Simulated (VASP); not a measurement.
Crystal: AlRu.

```
Al Ru
1.0
     2.99160    0.00000    0.00000
     0.00000    2.99160    0.00000
     0.00000    0.00000    2.99160
Al Ru
1 1
Direct
  0.00000 0.00000 0.00000
  0.50000 0.50000 0.50000
```

| Property | Result |
| --- | --- |
| Program | VASP 6.6.1 |
| Task | relaxation of cell and atoms |
| Functional | LDA |
| Potentials or basis | VASP PAW LDA potentials, release 64 (Al, Ru_pv) |
| Cutoff | 600 eV |
| k mesh | 14 × 14 × 14 |
| Occupations | fermi-dirac, width 0.08 eV |
| Spin | no spin polarisation |

At the start: pressure -7.5 GPa; volume 13.39 Å³/atom.

Question: How do energy, volume and symmetry change on relaxing?

Answer: Over 4 steps the energy falls by 11.2 meV/atom and the volume is 12.92 Å³/atom (-3.5 %); space group Pm-3m (No. 221, to 0.1 Å) before and after.

The path:
```
step  energy change (eV)  largest force (eV/Å)  pressure (GPa)  volume (Å³)
   1              0.0000                0.0000           -7.54        26.77
   2              0.0422                0.0000           15.13        24.41
   3             -0.0224                0.0000           -0.12        25.86
   4             -0.0224                0.0000            0.00        25.85
```

Final structure:
```
Al Ru
1.0
     2.95664    0.00000    0.00000
     0.00000    2.95664    0.00000
     0.00000    0.00000    2.95664
Al Ru
1 1
Direct
  0.00000 0.00000 0.00000
  0.50000 0.50000 0.50000
```
